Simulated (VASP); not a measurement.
# Zr12H (a cell with a defect) in VASP: a series of runs

Zr12H (a cell with a defect) is run at these levels: PBE; tasks: single point.

Program: VASP 6.6.1. These are calculated values, not measurements. Logs are shortened: lines on timing, memory, paths and dates and some standing lists are left out, and cuts for length are marked.

## Step 1: The cell of the first run

The cell holds a defect, 13 atoms: a = 6.460 Å, b = 9.690 Å, c = 5.145 Å, α = 90.00°, β = 90.00°, γ = 120.00°.

## Step 2: Single point, PBE

Input file INCAR:

```
ALGO = Normal
EDIFF = 1E-6
ENCUT = 520
GGA = PE
ISIF = 2
ISMEAR = 0
LASPH = True
LCHARG = False
LREAL = False
LWAVE = False
NBANDS = 84
NELM = 100
PREC = Accurate
SIGMA = 0.05
```

Input file KPOINTS:

```
k-points
0
Gamma
  3 2 3
```

Input file POSCAR:

```
Zr12H
1.0
    6.4600000000      0.0000000000      0.0000000000
   -4.8450000000      8.3917860000      0.0000000000
    0.0000000000      0.0000000000      5.1453900000
Zr H
12 1
Direct
    0.0031158232      0.0069699108      0.0065110711
    0.1826771503      0.2257823305      0.5175471636
    0.0053878531      0.3308314821      0.0069044329
    0.1609402804      0.5525748631      0.5047706782
    0.0001427066      0.6692199968      0.0062996197
    0.1596560776      0.8906640374      0.5022560000
    0.4861117489      0.0038874919     -0.0184891719
    0.6776814382      0.2186928980      0.4945691192
    0.5182595491      0.3359603069      0.0027712185
    0.6679540732      0.5540085269      0.4973541364
    0.4922558094      0.6542296241     -0.0141114668
    0.6573029843      0.8862487675      0.4887755836
    0.6547153401      0.8853826825      1.0625087700
```

Potentials or basis: VASP PAW PBE potentials, release 64 (Zr_sv, H).

Started as:

```
cat potpaw_PBE.64/Zr_sv/POTCAR potpaw_PBE.64/H/POTCAR > POTCAR
mpirun -np 1 vasp_std > vasp.out
```

OUTCAR:

```text
EDIFF = 1E-6
   ENCUT = 520
   GGA = PE
   ISIF = 2
   ISMEAR = 0
   LASPH = True
   LREAL = False
   NELM = 100
   PREC = Accurate

 ion  position               nearest neighbor table
   1  0.003  0.007  0.007-  13 1.97   2 3.12   3 3.13   7 3.14  12 3.15   6 3.15   6 3.19   2 3.21
                             9 3.26   5 3.26  12 3.29   7 3.33  11 3.36
   2  0.183  0.226  0.518-   1 3.12   9 3.12   3 3.14  10 3.16   6 3.18   1 3.21   3 3.23   8 3.23
                             8 3.23   4 3.24   9 3.25  12 3.35
   3  0.005  0.331  0.007-   8 3.11   1 3.13   2 3.14  11 3.14   4 3.17   9 3.17   4 3.18   8 3.21
                             2 3.23   7 3.27   9 3.29   5 3.30
   4  0.161  0.553  0.505-  11 3.09   3 3.17   5 3.18   8 3.18   3 3.18  10 3.19   5 3.19  12 3.22
                             2 3.24  11 3.25  10 3.27   6 3.28
   5  0.000  0.669  0.006-  10 3.14   6 3.16   9 3.17   4 3.18   6 3.19   4 3.19   7 3.19  10 3.21
                            11 3.21  11 3.26   1 3.26   3 3.30
   6  0.160  0.891  0.502-   7 3.07   1 3.15   5 3.16   2 3.18   1 3.19   5 3.19  10 3.22  12 3.22
                            12 3.24   7 3.24   8 3.27   4 3.28
   7  0.486  0.004  0.982-  13 1.98   6 3.07   8 3.09   9 3.12   1 3.14   5 3.19  12 3.20   8 3.20
                             6 3.24  12 3.26   3 3.27   1 3.33  11 3.41
   8  0.678  0.219  0.495-   7 3.09   3 3.11   9 3.15  12 3.16   4 3.18   7 3.20   3 3.21   9 3.22
                             2 3.23   2 3.23   6 3.27  10 3.28
   9  0.518  0.336  0.003-   7 3.12   2 3.12  10 3.14   8 3.15   3 3.17  11 3.17   5 3.17  10 3.18
                             8 3.22   2 3.25   1 3.26   3 3.29
  10  0.668  0.554  0.497-  11 3.11   9 3.14   5 3.14   2 3.16   9 3.18   4 3.19  11 3.20   5 3.21
                             6 3.22  12 3.25   4 3.27   8 3.28
  11  0.492  0.654  0.986-  13 1.98   4 3.09  10 3.11   3 3.14   9 3.17  10 3.20   5 3.21  12 3.22
                            12 3.24   4 3.25   5 3.26   1 3.36   7 3.41
  12  0.657  0.886  0.489-  13 2.19   1 3.15   8 3.16   7 3.20  11 3.22   4 3.22   6 3.22   6 3.24
                            11 3.24  10 3.25   7 3.26   1 3.29   2 3.35
  13  0.655  0.885  0.063-   1 1.97  11 1.98   7 1.98  12 2.19

  LATTYP: Found a simple monoclinic cell.
 ALAT       =     6.4600000000
 B/A-ratio  =     0.7965000000
 C/A-ratio  =     1.3228756308
 COS(beta)  =    -0.1889822400

  Lattice vectors:

 A1 = (   6.4600000000,   0.0000000000,   0.0000000000)
 A2 = (   0.0000000000,   0.0000000000,   5.1453900000)
 A3 = (  -1.6150000000,  -8.3917860000,   0.0000000000)

Analysis of symmetry for initial positions (statically):
=====================================================================
 Subroutine PRICEL returns:
 Original cell was already a primitive cell.

 Routine SETGRP: Setting up the symmetry group for a
 simple monoclinic supercell.

 Subroutine GETGRP returns: Found  1 space group operations
 (whereof  1 operations were pure point group operations)
 out of a pool of  4 trial point group operations.

The static configuration has the point symmetry C_1 .

Analysis of symmetry for dynamics (positions and initial velocities):
=====================================================================
 Subroutine PRICEL returns:
 Original cell was already a primitive cell.

 Routine SETGRP: Setting up the symmetry group for a
 simple monoclinic supercell.

 Subroutine GETGRP returns: Found  1 space group operations
 (whereof  1 operations were pure point group operations)
 out of a pool of  4 trial point group operations.

The dynamic configuration has the point symmetry C_1 .

 Subroutine INISYM returns: Found  1 space group operations
 (whereof  1 operations are pure point group operations),
 and found     1 'primitive' translations

----------------------------------------------------------------------------------------

                                     Primitive cell

  volume of cell :     278.9364

  direct lattice vectors                    reciprocal lattice vectors
     6.460000000  0.000000000  0.000000000     0.154798762  0.089373108  0.000000000
    -4.845000000  8.391786000  0.000000000     0.000000000  0.119164145  0.000000000
     0.000000000  0.000000000  5.145390000     0.000000000  0.000000000  0.194348728

  length of vectors
     6.460000000  9.689999859  5.145390000     0.178746214  0.119164145  0.194348728
[... 69 lines left out ...]
|                                                                             |
 -----------------------------------------------------------------------------

 Subroutine IBZKPT returns following result:
 ===========================================

 Found     10 irreducible k-points:

 Following reciprocal coordinates:
            Coordinates               Weight
  0.000000  0.000000  0.000000      1.000000
  0.333333  0.000000  0.000000      2.000000
  0.000000  0.500000  0.000000      1.000000
  0.333333  0.500000  0.000000      2.000000
  0.000000  0.000000  0.333333      2.000000
  0.333333  0.000000  0.333333      2.000000
 -0.333333  0.000000  0.333333      2.000000
  0.000000  0.500000  0.333333      2.000000
  0.333333  0.500000  0.333333      2.000000
 -0.333333  0.500000  0.333333      2.000000
   k-points           NKPTS =     10   k-points in BZ     NKDIM =     10   number of bands    NBANDS=     84
   number of dos      NEDOS =    301   number of ions     NIONS =     13
   total plane-waves  NPLWV = 138240
   dimension x,y,z NGX =    48 NGY =   72 NGZ =   40
   dimension x,y,z NGXF=    96 NGYF=  144 NGZF=   80
   ions per type =              12   1
   NGX,Y,Z   is equivalent  to a cutoff of  12.35, 12.35, 12.92 a.u.
   NGXF,Y,Z  is equivalent  to a cutoff of  24.71, 24.71, 25.85 a.u.
 SYSTEM =  unknown system
   PREC   = accura    normal or accurate (medium, high low for compatibility)
   ISTART =      0    job   : 0-new  1-cont  2-samecut
   ICHARG =      2    charge: 1-file 2-atom 10-const
   ISPIN  =      1    spin polarized calculation?
   LNONCOLLINEAR =      F non collinear calculations
   LSORBIT =      F    spin-orbit coupling
   LASPH  =      T    aspherical Exc in radial PAW
   ENCUT  =  520.0 eV  38.22 Ry    6.18 a.u.  12.01 18.02  9.57*2*pi/ulx,y,z
   NELM   =    100;   NELMIN=  2; NELMDL= -5     # of ELM steps
   EDIFF  = 0.1E-05   stopping-criterion for ELM
   LREAL  =      F    real-space projection
   EDIFFG = 0.1E-04   stopping-criterion for IOM
   NSW    =      0    number of steps for IOM
   IBRION =     -1    ionic relax: 0-MD 1-quasi-New 2-CG
   NFREE  =      0    steps in history (QN), initial steepest desc. (CG)
   ISIF   =      2    stress and relaxation
   ISYM   =      2    0-nonsym 1-usesym 2-fastsym
   POTIM  = 0.5000    time-step for ionic-motion
   TEBEG  =    0.0;   TEEND  =   0.0 temperature during run
   PSTRESS=    0.0 pullay stress
   NELECT =     145.0000    total number of electrons
   NUPDOWN=      -1.0000    fix difference up-down
   EMIN   =  10.00;   EMAX   =-10.00  energy-range for DOS
   EFERMI =   0.00;   METHOD = LEGACY
   ISMEAR =     0;   SIGMA  =   0.05  broadening in eV -4-tet -1-fermi 0-gaus
   EFERMI_NEDOS =   21; number of points for ismear=-14 and -15
   IALGO  =     38    algorithm
   IMIX   =      4    mixing-type and parameters
     AMIX     =   0.40;   BMIX     =  1.00
     AMIX_MAG =   1.60;   BMIX_MAG =  1.00
  volume/ion in A,a.u.               =      21.46       144.80
  Fermi-wavevector in a.u.,A,eV,Ry     =   1.316323  2.487490 23.574895  1.732706
  Thomas-Fermi vector in A             =   2.446443
   LORBIT       =      0    0 simple, 1 ext, 2 COOP (PROOUT), +10 PAW based schemes
   GGA     = PE    functional components
   LHFCALC =     F    Hartree Fock is set to
   AEXX    =    0.0000 exact exchange contribution
   IVDW    =     0    specifies the selected vdW correction
   LEPSILON=     F    determine dielectric tensor
   LRPA    =     F    only Hartree local field effects (RPA)
 non-spin polarized calculation
 Gauss-broadening in eV      SIGMA  =   0.05
  energy-cutoff  :      520.00
  volume of cell :      278.94
 maximum number of plane-waves:      7545
   NGX = 25   NGY = 37   NGZ = 19

 number of electron     145.0000000 magnetization

 Free energy of the ion-electron system (eV)
  ---------------------------------------------------
  ext. energy  EPLUGINS =         0.00000000
  ---------------------------------------------------
  free energy    TOTEN  =      -105.67592752 eV

  energy without entropy =     -105.64704815  energy(sigma->0) =     -105.66148783

 E-fermi :   9.0257     XC(G=0): -11.1273

 val. band max:        9.0175625038   @ k =   0.3333   0.5000   0.3333
 cond. band min:       9.0283851566   @ k =  -0.3333   0.0000   0.3333
 fundamental gap:      0.0108226528
 Fermi energy:         9.0257231485

 k-point     1 :       0.0000    0.0000    0.0000
  band No.  band energies     occupation
      1     -39.8032      2.00000
      2     -39.7299      2.00000
      3     -39.6748      2.00000
      4     -39.6570      2.00000
      5     -39.6274      2.00000
      6     -39.6194      2.00000
[... 859 lines left out ...]
     83       9.7648      0.00000
     84      10.0432      0.00000

------------------------ aborting loop because EDIFF is reached ----------------------------------------

  FORCE on cell =-STRESS in cart. coord.  units (eV):
  Direction    XX          YY          ZZ          XY          YZ          ZX
  --------------------------------------------------------------------------------------
  -------------------------------------------------------------------------------------
  Total        4.0643755      4.6757712      2.6860397      0.1597080     -0.0638866     -0.1964482
  in kB       23.3452855     26.8570690     15.4282902      0.9173438     -0.3669572     -1.1283748
  external PRESSURE =      21.8768815 kB  Pullay stress =       0.0000000 kB

 VOLUME and BASIS-vectors are now :
 -----------------------------------------------------------------------------
  energy-cutoff  :      520.00
  volume of cell :      278.94
      direct lattice vectors                 reciprocal lattice vectors
     6.460000000  0.000000000  0.000000000     0.154798762  0.089373108  0.000000000
    -4.845000000  8.391786000  0.000000000     0.000000000  0.119164145  0.000000000
     0.000000000  0.000000000  5.145390000     0.000000000  0.000000000  0.194348728

 POSITION                                       TOTAL-FORCE (eV/Angst)
 -----------------------------------------------------------------------------------
     -0.01364      0.05849      0.03350        -0.008712     -0.000300     -0.070925
      0.08618      1.89472      2.66298        -0.017620     -0.011314      0.006357
     -1.56807      2.77627      0.03553        -0.030102     -0.006040     -0.004042
     -1.63755      4.63709      2.59724         0.009983     -0.004206     -0.016972
     -3.24145      5.61595      0.03241         0.020405     -0.008979     -0.006922
     -3.28389      7.47426      2.58430         0.017773      0.010086     -0.018081
      3.12145      0.03262      5.05026         0.047067     -0.010427     -0.098457
      3.31825      1.83522      2.54475        -0.024374      0.011846     -0.012769
      1.72023      2.81931      0.01426        -0.011843      0.009594      0.011359
      1.63081      4.64912      2.55908         0.012761     -0.014159     -0.033999
      0.01023      5.49016      5.07278        -0.008979      0.029023     -0.099942
     -0.04770      7.43721      2.51494        -0.005866     -0.007546     -0.080796
     -0.06022      7.42994      0.32163        -0.000494      0.002422      0.425189
 -----------------------------------------------------------------------------------
    total drift:                                0.000088      0.000053      0.000094

  FREE ENERGIE OF THE ION-ELECTRON SYSTEM (eV)
  ---------------------------------------------------
  free  energy   TOTEN  =      -105.6759275208 eV

  energy  without entropy=     -105.6470481452  energy(sigma->0) =     -105.66148783
```

Run time: 5.3 min. Hardware: 1 thread of Intel Xeon Platinum 8259CL at 2.50GHz (Skylake/Cascade Lake), shared host; peak memory 0.43 GiB.

What came out:

| Property | Result |
| --- | --- |
| Free energy | -105.6759 eV |
| Pressure | 2.2 GPa |
| Largest force | 0.425 eV/Å |
| Band gap on the k mesh | zero (an odd number of electrons rules out a gap without spin polarisation) |

Forces in eV/Å, atoms in the order of the input:
```
Zr  -0.009  0.000 -0.071
Zr  -0.018 -0.011  0.006
Zr  -0.030 -0.006 -0.004
Zr   0.010 -0.004 -0.017
Zr   0.020 -0.009 -0.007
Zr   0.018  0.010 -0.018
Zr   0.047 -0.010 -0.098
Zr  -0.024  0.012 -0.013
Zr  -0.012  0.010  0.011
Zr   0.013 -0.014 -0.034
Zr  -0.009  0.029 -0.100
Zr  -0.006 -0.008 -0.081
H    0.000  0.002  0.425
```

Levels at points of the mesh, in eV from the Fermi level:
```tsv
k point	band 68	band 69	band 70	band 71	band 72	band 73	band 74	band 75	band 76	band 77
(0.00, 0.00, 0.00)	-0.59	-0.44	-0.22	0.09	0.26	0.45	0.62	0.69	0.77	0.78
(0.00, 0.50, 0.00)	-0.28	-0.15	-0.14	-0.06	0.02	0.16	0.21	0.46	0.52	0.71
```

Caveat: the k points lie up to 0.41 Å⁻¹ apart, too coarse for converged energies and pressures of a metal.

## Step 3: Single point, PBE

Input file INCAR:

```
ALGO = Normal
EDIFF = 1E-6
ENCUT = 520
GGA = PE
ISIF = 2
ISMEAR = 0
LASPH = T
LCHARG = T
LELF = T
LREAL = F
LVHAR = T
LWAVE = F
NBANDS = 84
NELM = 100
PREC = Accurate
SIGMA = 0.05
```

KPOINTS is that of step 2.

Input file POSCAR:

```
Zr12H
1.0
    6.4600000000      0.0000000000      0.0000000000
   -4.8450000000      8.3917860000      0.0000000000
    0.0000000000      0.0000000000      5.1453900000
Zr H
12 1
Direct
    0.0065599491      0.0032941736     -0.0019650600
    0.1734365955      0.2250035928      0.5210075427
   -0.0008040821      0.3310950732      0.0115590849
    0.1622643429      0.5522158215      0.4942727373
   -0.0012480255      0.6650748720     -0.0037583157
    0.1658026910      0.8884989441      0.5016113453
    0.4981227440      0.0028761458     -0.0116836625
    0.6662326620      0.2213271406      0.5082069581
    0.5036070932      0.3343244215      0.0151525929
    0.6682628286      0.5541002833      0.4942255106
    0.4947635193      0.6595612662     -0.0219137908
    0.6674959515      0.8890142098      0.5015382702
    0.6638050510      0.8860890876      1.1115903751
```

Potentials or basis: VASP PAW PBE potentials, release 64 (Zr_sv, H).

Started as:

```
cat potpaw_PBE.64/Zr_sv/POTCAR potpaw_PBE.64/H/POTCAR > POTCAR
mpirun -np 1 vasp_std > vasp.out
```

It took 6 min on 1 thread of Intel Xeon Platinum 8259CL at 2.50GHz (Skylake/Cascade Lake), shared host; peak memory 0.43 GiB.

The run converged. Its results:

```yaml
Free_energy: -105.7509 eV
Pressure: 2.1 GPa
Largest_force: 0.019 eV/Å
Band_gap_on_the_k_mesh: zero (an odd number of electrons rules out a gap without spin polarisation)
```

Forces on the atoms (eV/Å):
```
Zr  -0.008  0.009  0.001
Zr  -0.001  0.003 -0.009
Zr   0.017 -0.003  0.007
Zr   0.003  0.006  0.000
Zr   0.006  0.014  0.007
Zr   0.013 -0.002  0.002
Zr  -0.012 -0.009 -0.008
Zr   0.001 -0.002 -0.002
Zr  -0.002  0.004  0.008
Zr  -0.002 -0.016 -0.001
Zr  -0.009 -0.005 -0.011
Zr  -0.008 -0.001 -0.002
H    0.002  0.002  0.008
```

Stress tensor (GPa, compression positive):
```
 2.06  0.09 -0.09
 0.09  1.95  0.04
-0.09  0.04  2.44
```

Levels at points of the mesh, in eV from the Fermi level:
| k point | band 68 | band 69 | band 70 | band 71 | band 72 | band 73 | band 74 | band 75 | band 76 | band 77 |
| --- | --- | --- | --- | --- | --- | --- | --- | --- | --- | --- |
| (0.00, 0.00, 0.00) | -0.62 | -0.46 | -0.24 | 0.12 | 0.22 | 0.49 | 0.54 | 0.74 | 0.79 | 0.80 |
| (0.00, 0.50, 0.00) | -0.27 | -0.22 | -0.15 | -0.06 | 0.07 | 0.17 | 0.24 | 0.50 | 0.52 | 0.62 |

Caveat: the k points lie up to 0.41 Å⁻¹ apart, too coarse for converged energies and pressures of a metal.

## Step 4: Single point, PBE

Input file INCAR:

```
SYSTEM = Zr12H
ALGO     = Normal         ! electronic algorithm
EDIFF    = 1E-7           ! SCF threshold, eV
ENCUT    = 520            ! plane-wave cutoff, eV
GGA      = PE             ! functional
ISIF     = 2              ! what is computed and relaxed
ISMEAR   = 0              ! smearing method
LASPH    = .TRUE.         ! aspherical terms in the spheres
LCHARG   = .FALSE.        ! write CHGCAR
LREAL    = .FALSE.        ! projectors in reciprocal space
LWAVE    = .FALSE.        ! write WAVECAR
NBANDS   = 84             ! bands
NELM     = 100            ! most SCF steps
PREC     = Accurate       ! precision mode
SIGMA    = 0.05           ! smearing width, eV
```

Input file KPOINTS:

```
k-points
0
G
  3 2 3
  0 0 0
```

POSCAR is that of step 3.

Started as:

```
cat potpaw_PBE.64/Zr_sv/POTCAR potpaw_PBE.64/H/POTCAR > POTCAR
mpirun -np 1 vasp_std > vasp.out
```

It took 12 min on 1 thread of Intel Xeon 8259CL, shared host; peak memory 0.43 GiB.

The run converged. Its results:

* Free energy: -105.7509 eV
* Pressure: 2.2 GPa
* Largest force: 0.019 eV/Å
* Band gap on the k mesh: zero (an odd number of electrons rules out a gap without spin polarisation)

Forces on the atoms (eV/Å):
```
Zr  -0.008  0.009  0.001
Zr  -0.001  0.003 -0.009
Zr   0.017 -0.003  0.008
Zr   0.003  0.006  0.000
Zr   0.006  0.014  0.007
Zr   0.013 -0.002  0.002
Zr  -0.012 -0.009 -0.008
Zr   0.001 -0.002 -0.002
Zr  -0.002  0.004  0.008
Zr  -0.002 -0.016 -0.001
Zr  -0.009 -0.005 -0.011
Zr  -0.008 -0.001 -0.002
H    0.002  0.002  0.008
```

Stress tensor (GPa, compression positive):
```
 2.06  0.09 -0.09
 0.09  1.95  0.04
-0.09  0.04  2.45
```

Levels at points of the mesh, in eV from the Fermi level:
```csv
k point,band 70,band 71,band 72,band 73,band 74,band 75
"(0.00, 0.00, 0.00)",-0.24,0.12,0.22,0.49,0.54,0.74
"(0.00, 0.50, 0.00)",-0.15,-0.06,0.07,0.17,0.24,0.50
```

Caveat: the k points lie up to 0.41 Å⁻¹ apart, too coarse for converged energies and pressures of a metal.

[end of part 1 of 2]
